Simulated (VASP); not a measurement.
Set up this calculation in VASP 6.6.1, as the native input.

* Task: single point
* Functional: PBEsol
* Potentials or basis: VASP PAW PBE potentials, release 64 (Cu_sv_GW, O)
* Cutoff: 820 eV
* k mesh: 9 × 9 × 5
* Occupations: fermi-dirac, width 0.05 eV
* Spin: no spin polarisation
* Dipole correction: no
* Further INCAR settings: ALGO = Normal; EDIFF = 1e-06; NBANDS = 33

The structure of CuO lies in POSCAR:

```
CuO
1.0
    2.0300165018     -2.1957871937      0.0000000000
    2.0300165018      2.1957871937      0.0000000000
    0.0000000000      0.0000000000      5.2570503003
Cu O
2 2
Direct
    0.5000000000      0.0000000000      0.0000000000
    0.0000000000      0.5000000000      0.5000000000
    0.5000000000      0.5000000000      0.2500000000
    0.5000000000      0.5000000000      0.7500000000
```

These files were run (other wordings do the same):

INCAR

```
SYSTEM = CuO
ALGO = Normal
EDIFF = 1E-6
ENCUT = 820
GGA = PS
GGA_COMPAT = .FALSE.
ISIF = 2
ISMEAR = -1
LASPH = .TRUE.
LCHARG = .TRUE.
LELF = .TRUE.
LREAL = .FALSE.
LVHAR = .TRUE.
LWAVE = .FALSE.
NBANDS = 33
NELM = 120
PREC = Accurate
SIGMA = 0.05
```

KPOINTS

```
k-points
0
G
  9 9 5
  0 0 0
```

Potentials or basis: VASP PAW PBE potentials, release 64 (Cu_sv_GW, O).

Run with:

```bash
$ cat potpaw_PBE.64/Cu_sv_GW/POTCAR potpaw_PBE.64/O/POTCAR > POTCAR
$ mpirun -np 1 vasp_std > vasp.out
```

Results of the run:

```yaml
Pressure: -14.1 GPa
Band_gap_on_the_k_mesh: zero (bands 25 and 26 overlap by 0.82 eV)
```

Caveat: the stress differs along the axes, from -18 to -11 GPa; the PAW data sets were made with another functional, which shifts forces and pressure a little; semilocal functionals often make such compounds metallic where correlation or magnetic order opens a gap, which also shifts bond lengths.

It took 3.9 min on 1 thread of Intel(R) Xeon(R) Platinum 8259CL CPU @ 2.50GHz (Skylake/Cascade Lake), with other jobs on the host, peak memory 0.35 GiB.
